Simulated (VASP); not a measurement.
Here is a VASP 6.6.1 calculation.

The input INCAR:

```
SYSTEM = C
ALGO = Normal
EDIFF = 1E-6
ENCUT = 520
GGA = PS
ISIF = 2
ISMEAR = -1
LASPH = .True.
LCHARG = .False.
LREAL = .False.
LWAVE = .False.
NBANDS = 11
NELM = 80
PREC = Accurate
SIGMA = 0.15
```

File KPOINTS:

```
k-points
0
Gamma
  14 14 9
  0 0 0
```

POSCAR

```
C
1.0
    2.1273200000     -1.2282820000      0.0000000000
    2.1273200000      1.2282820000      0.0000000000
   -1.3790700000      0.0000000000      3.5028300000
C
2
Direct
    0.8333560000      0.8333560000      0.0000930000
    0.1666440000      0.1666440000      0.9999070000
```

Potentials or basis: VASP PAW PBE potentials, release 64 (C).

Command:

```sh
$ cat potpaw_PBE.64/C/POTCAR > POTCAR
$ mpirun -np 1 vasp_std > vasp.out
```

(1) Estimate the largest force.

(2) Estimate the pressure.

Results:

(1) 0.004 eV/Å.

(2) 1.5 GPa.

Caveat: this functional lacks dispersion, which binds layers or chains, so the pressure and a relaxed spacing across them are unreliable; the PAW data sets were made with another functional, which shifts forces and pressure a little.
